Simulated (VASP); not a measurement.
# SnTe in VASP: notebook, part 2 of 2

VASP 6.6.1.

### 3 Single point, HSE06

This run uses another cell than the first one, of 48.03 Å³/atom.

The input, POSCAR:

```
SnTe
1.0
    0.0000000000      3.6350615711      3.6350615711
    3.6350615711      0.0000000000      3.6350615711
    3.6350615711      3.6350615711      0.0000000000
Te Sn
1 1
Direct
    0.2500000000      0.2500000000      0.2500000000
    0.0000000000      0.0000000000      0.0000000000
```

The input, INCAR.step1:

```
SYSTEM = SnTe
PREC = Accurate
ENCUT = 520
EDIFF = 1E-5
ISMEAR = -1
SIGMA = 0.05
LREAL = .False.
LASPH = .True.
NELM = 60
ALGO = Normal
ISIF = 2
LWAVE = .True.
GGA = PE
NBANDS = 17
```

The input, INCAR.step2:

```
SYSTEM = SnTe
PREC = Accurate
ENCUT = 520
EDIFF = 1E-6
ISMEAR = -1
SIGMA = 0.05
LREAL = .False.
LASPH = .True.
NELM = 60
ALGO = Normal
ISIF = 2
LWAVE = .False.
LCHARG = .True.
GGA = PE
LHFCALC = .True.
HFSCREEN = 0.2079
PRECFOCK = Normal
LELF = .True.
LVHAR = .True.
ISTART = 1
NBANDS = 17
```

The input, KPOINTS:

```
regular mesh
0
Gamma
  4 4 4
  0 0 0
```

Potentials or basis: VASP PAW PBE potentials, release 64 (Te, Sn_d).

Started as:

```sh
> cat potpaw_PBE.64/Te/POTCAR potpaw_PBE.64/Sn_d/POTCAR > POTCAR
> cp INCAR.step1 INCAR
> mpirun -np 1 vasp_std > vasp.out
> cp INCAR.step2 INCAR
> mpirun -np 1 vasp_std > vasp.out
```

OUTCAR:

```text
SYSTEM = SnTe
   PREC = Accurate
   ENCUT = 520
   EDIFF = 1E-6
   ISMEAR = -1
   LREAL = .False.
   LASPH = .True.
   NELM = 60
   ISIF = 2
   GGA = PE
   LHFCALC = .True.
   HFSCREEN = 0.2079
   PRECFOCK = Normal
   ISTART = 1

 ion  position               nearest neighbor table
   1  0.250  0.250  0.250-   2 3.15   2 3.15   2 3.15   2 3.15
   2  0.000  0.000  0.000-   1 3.15   1 3.15   1 3.15   1 3.15

  LATTYP: Found a face centered cubic cell.
 ALAT       =     7.2701231422

  Lattice vectors:

 A1 = (   0.0000000000,   3.6350615711,   3.6350615711)
 A2 = (   3.6350615711,   0.0000000000,   3.6350615711)
 A3 = (   3.6350615711,   3.6350615711,   0.0000000000)

Analysis of symmetry for initial positions (statically):
=====================================================================
 Subroutine PRICEL returns:
 Original cell was already a primitive cell.

 Routine SETGRP: Setting up the symmetry group for a
 face centered cubic supercell.

 Subroutine GETGRP returns: Found 24 space group operations
 (whereof 24 operations were pure point group operations)
[... 151 lines left out ...]
  free energy    TOTEN  =        -8.43041351 eV

  energy without entropy =       -8.42947162  energy(sigma->0) =       -8.42994257

 E-fermi :   3.0492     XC(G=0):  -6.2255

 val. band max:        2.8162339282   @ k =  -0.2500   0.5000   0.2500
 cond. band min:       3.2477430614   @ k =   0.5000   0.5000   0.0000
 fundamental gap:      0.4315091332
 Fermi energy:         3.0492185276

 k-point     1 :       0.0000    0.0000    0.0000
  band No.  band energies     occupation
      1     -21.3242      2.00000
      2     -21.3242      2.00000
      3     -21.3242      2.00000
      4     -21.3142      2.00000
      5     -21.3142      2.00000
      6      -9.8307      2.00000
[... 137 lines left out ...]
      4     -21.3147      2.00000
      5     -21.3139      2.00000
      6      -8.9928      2.00000
[... 9 lines left out ...]
     16      11.3021      0.00000
     17      11.3220      0.00000

------------------------ aborting loop because EDIFF is reached ----------------------------------------

  FORCE on cell =-STRESS in cart. coord.  units (eV):
  Direction    XX          YY          ZZ          XY          YZ          ZX
  --------------------------------------------------------------------------------------
  -------------------------------------------------------------------------------------
  Total       -0.7068590     -0.7068590     -0.7068590      0.0000000      0.0000000     -0.0000000
  in kB      -11.7890301    -11.7890301    -11.7890301      0.0000000      0.0000000     -0.0000000
  external PRESSURE =     -11.7890301 kB  Pullay stress =       0.0000000 kB

 VOLUME and BASIS-vectors are now :
 -----------------------------------------------------------------------------
  energy-cutoff  :      520.00
  volume of cell :       96.07
      direct lattice vectors                 reciprocal lattice vectors
     0.000000000  3.635061571  3.635061571    -0.137549252  0.137549252  0.137549252
     3.635061571  0.000000000  3.635061571     0.137549252 -0.137549252  0.137549252
     3.635061571  3.635061571  0.000000000     0.137549252  0.137549252 -0.137549252

 POSITION                                       TOTAL-FORCE (eV/Angst)
 -----------------------------------------------------------------------------------
      1.81753      1.81753      1.81753        -0.000000     -0.000000     -0.000000
      0.00000      0.00000      0.00000         0.000000      0.000000      0.000000
 -----------------------------------------------------------------------------------
    total drift:                                0.000004     -0.000005     -0.000004

  FREE ENERGIE OF THE ION-ELECTRON SYSTEM (eV)
  ---------------------------------------------------
  free  energy   TOTEN  =        -8.4304135121 eV

  energy  without entropy=       -8.4294716242  energy(sigma->0) =       -8.42994257
```

OUTCAR.step1:

```text
SYSTEM = SnTe
   PREC = Accurate
   ENCUT = 520
   EDIFF = 1E-5
   ISMEAR = -1
   LREAL = .False.
[... 363 lines left out ...]
      1.81753      1.81753      1.81753         0.000000     -0.000000     -0.000000
      0.00000      0.00000      0.00000        -0.000000      0.000000      0.000000
 -----------------------------------------------------------------------------------
    total drift:                               -0.000000     -0.000000     -0.000000

  FREE ENERGIE OF THE ION-ELECTRON SYSTEM (eV)
  ---------------------------------------------------
  free  energy   TOTEN  =        -7.0724805562 eV

  energy  without entropy=       -7.0661439259  energy(sigma->0) =       -7.06931224
```

OSZICAR.step1:

```text
N       E                     dE             d eps       ncg     rms          rms(c)
DAV:   1     0.120074498756E+03    0.12007E+03   -0.91382E+03   272   0.120E+03
DAV:   2     0.446338530666E+01   -0.11561E+03   -0.11314E+03   281   0.283E+02
DAV:   3    -0.688954504578E+01   -0.11353E+02   -0.11266E+02   345   0.891E+01
DAV:   4    -0.721015837880E+01   -0.32061E+00   -0.32045E+00   320   0.155E+01
DAV:   5    -0.722575213380E+01   -0.15594E-01   -0.15594E-01   401   0.324E+00    0.411E+00
DAV:   6    -0.707063499119E+01    0.15512E+00   -0.41859E-01   355   0.294E+00    0.274E+00
DAV:   7    -0.707022196357E+01    0.41303E-03   -0.73617E-02   283   0.105E+00    0.114E+00
DAV:   8    -0.707180999883E+01   -0.15880E-02   -0.10757E-02   311   0.699E-01    0.222E-01
DAV:   9    -0.707217420849E+01   -0.36421E-03   -0.40078E-03   276   0.351E-01    0.644E-02
DAV:  10    -0.707235642400E+01   -0.18222E-03   -0.96068E-04   310   0.153E-01    0.498E-02
DAV:  11    -0.707248064602E+01   -0.12422E-03   -0.25906E-04   275   0.753E-02    0.300E-02
DAV:  12    -0.707248055619E+01    0.89832E-07   -0.29499E-05   284   0.244E-02
   1 F= -.70724806E+01 E0= -.70693122E+01  d E =-.633663E-02
```

Wall time 24 min (1 thread of Intel Xeon Platinum 8375C at 2.90GHz (Ice Lake), shared host); peak memory 0.35 GiB.

What came out:

| Item | Value |
| --- | --- |
| Free energy | -8.4304 eV |
| Pressure | -1.2 GPa |
| Band gap on the k mesh | 0.43 eV (least direct gap 1.17 eV) |

Caveat: the PAW data sets were made with another functional, which shifts forces and pressure a little; spin-orbit coupling is left out, which moves the levels of the heavy elements. A k mesh can miss the band edges.

### 4 Single point, PBE+D3(BJ), non-collinear spin, zero start, spin-orbit coupling (49.92 Å³/atom)

This run uses another cell than the first one, of 49.92 Å³/atom.

The input, INCAR:

```
SYSTEM = SnTe
  PREC = Accurate
  ENCUT = 520
  EDIFF = 1E-7
  ISMEAR = -5
  SIGMA = 0.05
  LREAL = .False.
  LASPH = .True.
  NELM = 150
  ALGO = Normal
  ISIF = 2
  LWAVE = .False.
  LCHARG = .True.
  MAGMOM = 0 0 0 0 0 0
  LORBIT = 11
  LSORBIT = .True.
  GGA_COMPAT = .False.
  LORBMOM = .True.
  GGA = PE
  IVDW = 12
  LVHAR = .True.
  NBANDS = 32
```

The input, KPOINTS:

```
regular mesh
0
Gamma
  5 5 5
  0 0 0
```

The input, POSCAR:

```
SnTe
1.0
    0.0000000000      3.6819707652      3.6819707652
    3.6819707652      0.0000000000      3.6819707652
    3.6819707652      3.6819707652      0.0000000000
Te Sn
1 1
Direct
    0.2488810000      0.2490910000      0.2530040000
   -0.0010650000      0.0075970000     -0.0042960000
```

Started as:

```sh
> cat potpaw_PBE.64/Te/POTCAR potpaw_PBE.64/Sn_d/POTCAR > POTCAR
> mpirun -np 1 vasp_ncl > vasp.out
```

Run time: 8.4 min. Hardware: 1 thread of Intel Xeon 6975P-C (Granite Rapids), shared host; peak memory 0.89 GiB.

The run converged. Its results:

* Free energy: -7.7114 eV
* Pressure: -1.9 GPa
* Largest force: 0.079 eV/Å
* Net moment: 0.00 μB per cell
* Valence electrons inside the program's atomic spheres: Te 3.35; Sn 12.02
* Dispersion energy per atom: -0.255 eV

Forces in eV/Å, atoms in the order of the input:
```
Te   0.006 -0.051  0.060
Sn  -0.006  0.051 -0.060
```

Stress tensor (GPa, compression positive):
```
-1.87  0.11 -0.10
 0.11 -1.87  0.02
-0.10  0.02 -1.87
```

Moments on the atoms (μB; x, y, z):
```
Te  0.00 0.00 0.00
Sn  0.00 0.00 0.00
```

### 5 Summary

| level | spin | cell | k mesh | smearing | grid for exact exchange (PRECFOCK) | share of exact exchange | screening parameter | gap on the mesh (eV) | pressure (GPa) |
| --- | --- | --- | --- | --- | --- | --- | --- | --- | --- |
| HSE06 | off | a = 5.073 Å, angles 60.0°, 2 atoms, atomic positions A | 4 × 4 × 4 | fermi-dirac 0.05 eV | Normal | 0.25 | 0.2079 1/Å | 0.30 | -0.3 |
| HSE06 | off | a = 5.141 Å, angles 60.0°, 2 atoms, atomic positions A | 4 × 4 × 4 | fermi-dirac 0.05 eV | Normal | 0.25 | 0.2079 1/Å | 0.43 | -1.2 |
| PBE+D3(BJ) | non-collinear, zero start, SOC | a = 5.207 Å, angles 60.0°, 2 atoms, atomic positions B | 5 × 5 × 5 | tetrahedron | - | - | - | - | -1.9 |

Alike in all rows: task single point; potentials or basis VASP PAW PBE potentials, release 64 (Te, Sn_d); cutoff (eV) 520.

Caveats: the PAW data sets were made with another functional, which shifts forces and pressure a little (at least some runs); spin-orbit coupling is left out, which moves the levels of the heavy elements (at least some runs).

Total energies depend on the potentials used, so only differences within one code and one set of settings carry meaning.
